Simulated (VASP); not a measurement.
Cr, 3 atoms in the cell. The structure is hexagonal, space group P6/mmm (No. 191). Conventional cell: a = 4.153 Å, b = 4.153 Å, c = 2.226 Å, α = 90.00°, β = 90.00°, γ = 120.00°. Cr (site symmetry 6/mmm) has 14 Cr at 2.23 to 2.64 Å within 2.9 Å. Cr (site symmetry -6m2) has 11 Cr at 2.23 to 2.64 Å within 2.9 Å. This isn't the form of Cr at room conditions, which is bcc.

```yaml
Program: VASP 6.6.1
Task: single point
Functional: LDA
Potentials_or_basis: VASP PAW LDA potentials, release 64 (Cr_pv)
Cutoff: 520 eV
k_mesh: 12 × 12 × 18
Occupations: fermi-dirac, width 0.05 eV
Spin: collinear spin, ferromagnetic start
Starting_moments: "[1.5, 1.5, 1.5] μB"
Dipole_correction: no
Further_INCAR_settings: ALGO = Normal; EDIFF = 1e-07; NBANDS = 29
```

Potentials or basis: VASP PAW LDA potentials, release 64 (Cr_pv).

The run is started by

```console
$ cat potpaw_LDA.64/Cr_pv/POTCAR > POTCAR
$ mpirun -np 1 vasp_std > vasp.out
```

Hardware: 1 thread of Intel(R) Xeon(R) Platinum 8259CL CPU @ 2.50GHz (Skylake/Cascade Lake) (shared host).

Problem. Estimate the wall time of this run.

Solution. Wall time 3.6 min on 1 thread of Intel(R) Xeon(R) Platinum 8259CL CPU @ 2.50GHz (Skylake/Cascade Lake), with other jobs on the host, peak memory 0.33 GiB. Counts: scf iterations 16, k points 190.
